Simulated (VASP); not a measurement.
# Li in VASP: settings compared, part 2 of 2

VASP 6.6.1.

## Step 4: Single point, r2SCAN (strained)

POSCAR reads:

```
Li
1.0
   -1.8010825000      1.8010825000      1.8010825000
    1.8010825000     -1.8010825000      1.8010825000
    1.8010825000      1.8010825000     -1.8010825000
Li
1
Direct
    0.0000000000      0.0000000000      0.0000000000
```

INCAR.step1 reads:

```
ALGO = Normal
EDIFF = 1E-4
ENCUT = 520
GGA = PE
ISMEAR = 0
LASPH = T
LCHARG = F
LREAL = F
LWAVE = T
NBANDS = 8
NELM = 100
PREC = Accurate
SIGMA = 0.1
```

INCAR.step2 reads:

```
ALGO = Normal
EDIFF = 1E-6
ENCUT = 520
ISIF = 2
ISMEAR = 0
ISTART = 1
LASPH = T
LCHARG = T
LELF = T
LMIXTAU = T
LREAL = F
LVHAR = T
LWAVE = F
METAGGA = R2SCAN
NBANDS = 8
NELM = 100
PREC = Accurate
SIGMA = 0.1
```

KPOINTS reads:

```
k-points
0
Gamma
  16 16 16
```

Potentials or basis: VASP PAW PBE potentials, release 64 (Li_sv).

Command:

```bash
$ cat potpaw_PBE.64/Li_sv/POTCAR > POTCAR
$ cp INCAR.step1 INCAR
$ mpirun -np 1 vasp_std > vasp.out
$ cp INCAR.step2 INCAR
$ mpirun -np 1 vasp_std > vasp.out
```

OUTCAR:

```text
EDIFF = 1E-6
   ENCUT = 520
   ISIF = 2
   ISMEAR = 0
   ISTART = 1
   LASPH = T
   LREAL = F
   METAGGA = R2SCAN
   NELM = 100
   PREC = Accurate

 ion  position               nearest neighbor table
   1  0.000  0.000  0.000-

  LATTYP: Found a body centered cubic cell.
 ALAT       =     3.6021650000

  Lattice vectors:

 A1 = (  -1.8010825000,   1.8010825000,   1.8010825000)
 A2 = (   1.8010825000,  -1.8010825000,   1.8010825000)
 A3 = (   1.8010825000,   1.8010825000,  -1.8010825000)

Analysis of symmetry for initial positions (statically):
=====================================================================
 Subroutine PRICEL returns:
 Original cell was already a primitive cell.

 Routine SETGRP: Setting up the symmetry group for a
 body centered cubic supercell.

 Subroutine GETGRP returns: Found 48 space group operations
 (whereof 48 operations were pure point group operations)
 out of a pool of 48 trial point group operations.

The static configuration has the point symmetry O_h .

Analysis of symmetry for dynamics (positions and initial velocities):
=====================================================================
 Subroutine PRICEL returns:
 Original cell was already a primitive cell.

 Routine SETGRP: Setting up the symmetry group for a
 body centered cubic supercell.

 Subroutine GETGRP returns: Found 48 space group operations
 (whereof 48 operations were pure point group operations)
 out of a pool of 48 trial point group operations.

The dynamic configuration has the point symmetry O_h .

 Subroutine INISYM returns: Found 48 space group operations
 (whereof 48 operations are pure point group operations),
 and found     1 'primitive' translations

----------------------------------------------------------------------------------------
[... 110 lines left out ...]
     AMIX     =   0.40;   BMIX     =  1.00
     AMIX_MAG =   1.60;   BMIX_MAG =  1.00
  volume/ion in A,a.u.               =      23.37       157.71
  Fermi-wavevector in a.u.,A,eV,Ry     =   0.825838  1.560608  9.279293  0.682009
  Thomas-Fermi vector in A             =   1.937766
   LORBIT       =      0    0 simple, 1 ext, 2 COOP (PROOUT), +10 PAW based schemes
   METAGGA = R2SCAN    functional components
   LHFCALC =     F    Hartree Fock is set to
   AEXX    =    0.0000 exact exchange contribution
   IVDW    =     0    specifies the selected vdW correction
   LEPSILON=     F    determine dielectric tensor
   LRPA    =     F    only Hartree local field effects (RPA)
 non-spin polarized calculation
 Gauss-broadening in eV      SIGMA  =   0.10
  energy-cutoff  :      520.00
  volume of cell :       23.37
 maximum number of plane-waves:       664
   NGX = 11   NGY = 11   NGZ = 11

 number of electron       3.0000009 magnetization

 Free energy of the ion-electron system (eV)
  ---------------------------------------------------
  ext. energy  EPLUGINS =         0.00000000
  ---------------------------------------------------
  free energy    TOTEN  =        -2.37617774 eV

  energy without entropy =       -2.37340322  energy(sigma->0) =       -2.37479048

 E-fermi :   0.2812     XC(G=0):  -7.0834

 val. band max:        0.2516970365   @ k =   0.2500   0.2500   0.0000
 cond. band min:       0.2916526842   @ k =   0.3125   0.1875   0.0000
 fundamental gap:      0.0399556477
 Fermi energy:         0.2811768511

 k-point     1 :       0.0000    0.0000    0.0000
  band No.  band energies     occupation
      1     -48.1381      2.00000
      2      -3.3481      2.00000
      3      15.1081      0.00000
      4      15.1091      0.00000
      5      15.1091      0.00000
      6      19.0606      0.00000
      7      19.0608      0.00000
      8      19.0608      0.00000
[... 243 lines left out ...]
 k-point    24 :       0.2500    0.1875    0.0000
  band No.  band energies     occupation
      1     -48.1280      2.00000
      2      -0.5599      2.00000
      3       6.2233      0.00000
      4       8.3701      0.00000
      5      11.4806      0.00000
      6      17.0659      0.00000
      7      17.9341      0.00000
      8      21.2781      0.00000

 [... further k-points ...]

------------------------ aborting loop because EDIFF is reached ----------------------------------------

  FORCE on cell =-STRESS in cart. coord.  units (eV):
  Direction    XX          YY          ZZ          XY          YZ          ZX
  --------------------------------------------------------------------------------------
  -------------------------------------------------------------------------------------
  Total       -0.1967156     -0.1967156     -0.1967156     -0.0000000      0.0000000      0.0000000
  in kB      -13.4861657    -13.4861657    -13.4861657     -0.0000000      0.0000000      0.0000000
  external PRESSURE =     -13.4861657 kB  Pullay stress =       0.0000000 kB

 VOLUME and BASIS-vectors are now :
 -----------------------------------------------------------------------------
  energy-cutoff  :      520.00
  volume of cell :       23.37
      direct lattice vectors                 reciprocal lattice vectors
    -1.801082500  1.801082500  1.801082500     0.000000000  0.277610826  0.277610826
     1.801082500 -1.801082500  1.801082500     0.277610826  0.000000000  0.277610826
     1.801082500  1.801082500 -1.801082500     0.277610826  0.277610826  0.000000000

 POSITION                                       TOTAL-FORCE (eV/Angst)
 -----------------------------------------------------------------------------------
      0.00000      0.00000      0.00000        -0.000000      0.000000      0.000000
 -----------------------------------------------------------------------------------
    total drift:                               -0.000000      0.000000     -0.000000

  FREE ENERGIE OF THE ION-ELECTRON SYSTEM (eV)
  ---------------------------------------------------
  free  energy   TOTEN  =        -2.3761777384 eV

  energy  without entropy=       -2.3734032238  energy(sigma->0) =       -2.37479048
```

OUTCAR.step1:

```text
EDIFF = 1E-4
   ENCUT = 520
   GGA = PE
   ISMEAR = 0
   LASPH = T
[... 479 lines left out ...]

 POSITION                                       TOTAL-FORCE (eV/Angst)
 -----------------------------------------------------------------------------------
      0.00000      0.00000      0.00000        -0.000000     -0.000000     -0.000000
 -----------------------------------------------------------------------------------
    total drift:                               -0.000000      0.000000     -0.000000

  FREE ENERGIE OF THE ION-ELECTRON SYSTEM (eV)
  ---------------------------------------------------
  free  energy   TOTEN  =        -1.8900579948 eV

  energy  without entropy=       -1.8871680576  energy(sigma->0) =       -1.88861303
```

It took 1.7 min on 1 thread of Intel Xeon 8259CL, shared host; peak memory 0.15 GiB.

Results:

```
Free energy            : -2.3762 eV
Band gap on the k mesh : zero (an odd number of electrons rules out a gap without spin polarisation)
```

Caveat: the cell differs from its parent crystal (strained); the cutoff is under 1.25 times the usual one of these potentials, so pressure, stress and relaxed cells hold a basis-set (Pulay) error; the PAW data sets were made with another functional, which shifts forces and pressure a little.

## Step 5: The runs side by side

```tsv
level	cell	gap on the mesh (eV)
PBE	a = 3.432, b = 3.432, c = 3.439 Å, angles 90.0, 86.6, 90.0°, 2 atoms, shear of c along a, cell held: +6.0 %	none
PBE	a = 2.940 Å, angles 109.5°, 1 atom, strained	none
r2SCAN	a = 3.120 Å, angles 109.5°, 1 atom, strained	none
```

Alike in all rows: task single point; potentials or basis VASP PAW PBE potentials, release 64 (Li_sv); no spin polarisation; k mesh 16 × 16 × 16; cutoff (eV) 520; smearing gaussian 0.1 eV.

Caveats: the cutoff is under 1.25 times the usual one of these potentials, so pressure, stress and relaxed cells hold a basis-set (Pulay) error; the PAW data sets were made with another functional, which shifts forces and pressure a little (at least some runs).

Absolute energies hang on the potentials; compare differences alone.
